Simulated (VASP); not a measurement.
KF:

```
CELL_PARAMETERS angstrom
0.00000 2.71033 2.71033
2.71033 0.00000 2.71033
2.71033 2.71033 0.00000
ATOMIC_POSITIONS crystal
K 0.00000 0.00000 0.00000
F 0.50000 0.50000 0.50000
```

* Program: VASP 6.6.1
* Task: relaxation of cell and atoms
* Functional: LDA
* Potentials or basis: VASP PAW LDA potentials, release 64 (K_sv, F)
* Cutoff: 600 eV
* k mesh: 8 × 8 × 8
* Occupations: fermi-dirac, width 0.02 eV
* Spin: no spin polarisation

At the start: pressure -4.4 GPa; volume 19.91 Å³/atom.

Q: How do energy, volume and symmetry change on relaxing?

A: Over 4 steps the energy falls by 42.7 meV/atom and the volume is 17.23 Å³/atom (-13.5 %); space group Fm-3m (No. 225, to 0.05 Å).

The path:
```tsv
step	energy change (eV)	largest force (eV/Å)	pressure (GPa)	volume (Å³)
1	0.0000	0.0000	-4.42	39.82
2	-0.0675	0.0000	-2.40	36.74
3	-0.0852	0.0000	-0.29	34.72
4	-0.0854	0.0000	0.04	34.46
```

Final structure:
```yaml
crystal:
  lattice:
    - [0.00000, 2.58283, 2.58283]
    - [2.58283, 0.00000, 2.58283]
    - [2.58283, 2.58283, 0.00000]
  atoms:
    - { symbol: K, position: [0.00000, 0.00000, 0.00000] }
    - { symbol: F, position: [0.50000, 0.50000, 0.50000] }
```
